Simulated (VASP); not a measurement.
Set up this calculation in VASP 6.6.1, as the native input.

- Task: single point
- Functional: LDA
- Potentials or basis: VASP PAW LDA potentials, release 64 (Sc_sv, Ir_sv_GW)
- Cutoff: 560 eV
- k mesh: 6 × 6 × 6
- Occupations: gaussian, width 0.1 eV
- Spin: no spin polarisation
- Dipole correction: no
- Further INCAR settings: ALGO = Normal; EDIFF = 1e-06; NBANDS = 54

The structure of ScIr2 lies in POSCAR:

```
ScIr2
1.0
    0.0000000000      3.5732913475      3.5732913475
    3.5732913475      0.0000000000      3.5732913475
    3.5732913475      3.5732913475      0.0000000000
Sc Ir
2 4
Direct
    0.0000000000      0.0000000000      0.0000000000
    0.2500000000      0.2500000000      0.2500000000
    0.6250000000      0.6250000000      0.6250000000
    0.1250000000      0.6250000000      0.6250000000
    0.6250000000      0.6250000000      0.1250000000
    0.6250000000      0.1250000000      0.6250000000
```

One way to write it, as run:

INCAR

```
PREC = Accurate
ENCUT = 560
EDIFF = 1E-6
ISMEAR = 0
SIGMA = 0.1
LREAL = False
LASPH = True
NELM = 120
ALGO = Normal
ISIF = 2
LWAVE = False
LCHARG = True
GGA = CA
LELF = True
LVHAR = True
NBANDS = 54
GGA_COMPAT = False
```

KPOINTS

```
regular mesh
0
Gamma
  6 6 6
```

Potentials or basis: VASP PAW LDA potentials, release 64 (Sc_sv, Ir_sv_GW).

Launch:

```bash
$ cat potpaw_LDA.64/Sc_sv/POTCAR potpaw_LDA.64/Ir_sv_GW/POTCAR > POTCAR
$ mpirun -np 1 vasp_std > vasp.out
```

Results of the run:

```yaml
Pressure: 15.3 GPa
Band_gap_on_the_k_mesh: zero (bands 45 and 46 overlap by 0.70 eV)
```

Caveat: the cell stands under pressure; spin-orbit coupling is left out, which moves the levels of the heavy elements.

It took 110 s on 1 thread of Intel(R) Xeon(R) Platinum 8488C (Sapphire Rapids) (shared host), peak memory 0.24 GiB.
